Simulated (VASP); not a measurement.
# MnS: single point with PBE

Crystal: MnS.

```
CELL_PARAMETERS angstrom
0.00000 2.54618 2.54618
2.54618 0.00000 2.54618
2.54618 2.54618 0.00000
ATOMIC_POSITIONS crystal
Mn 0.00000 0.00000 0.00000
S 0.50000 0.50000 0.50000
```

```json
{
 "Program": "VASP 6.6.1",
 "Task": "single point",
 "Functional": "PBE",
 "Potentials or basis": "VASP PAW PBE potentials, release 64 (Mn_pv, S)",
 "Cutoff": "520 eV",
 "k mesh": "12 × 12 × 12",
 "Occupations": "gaussian, width 0.05 eV",
 "Spin": "collinear spin, ferromagnetic start",
 "Starting moments": "[4.24, 0.0] μB",
 "Dipole correction": "no",
 "Further INCAR settings": "ALGO = Normal; EDIFF = 1e-06; NBANDS = 20"
}
```

```json
{"Pressure": "-0.2 GPa", "Net moment": "4.46 μB per cell", "Site moments": "Mn +4.08; S +0.08 μB", "Valence electrons inside the program's atomic spheres": "Mn 11.38; S 3.74"}
```

Levels at points of the mesh, in eV from the Fermi level:
Spin up:
```csv
k point,band 8,band 9,band 10,band 11,band 12,band 13,band 14,band 15,band 16,band 17
"(0.00, 0.00, 0.00)",-3.34,-3.34,-2.04,-2.04,-2.04,2.18,8.69,8.69,8.69,10.66
"(0.50, 0.00, 0.00)",-2.82,-2.82,-2.42,0.59,0.59,2.81,5.38,5.38,9.26,12.61
"(0.50, 0.50, 0.00)",-3.77,-3.04,-2.67,-2.67,-2.11,0.96,5.51,10.68,12.59,12.59
```
Spin down:
```tsv
k point	band 3	band 4	band 5	band 6	band 7	band 8	band 9	band 10	band 11	band 12
(0.00, 0.00, 0.00)	-46.32	-14.87	-1.85	-1.85	-1.85	0.03	0.03	0.03	0.11	0.11
(0.50, 0.00, 0.00)	-46.32	-13.42	-6.92	-3.74	-3.74	1.12	1.12	1.34	3.27	3.27
(0.50, 0.50, 0.00)	-46.32	-13.25	-6.06	-3.49	-3.49	-1.21	0.59	1.39	1.39	1.55
```

Run time: 2.1 min on 1 thread of Oxide Virtual Turin-like Processor, with other jobs on the host, peak memory 0.19 GiB.

Caveat: a cell with one magnetic atom can't hold antiferromagnetic order, which such compounds often take; semilocal functionals often make such compounds metallic where correlation or magnetic order opens a gap, which also shifts bond lengths. With open d or f shells a metallic result of PBE can be an artefact of self-interaction; +U or a hybrid may open a gap.
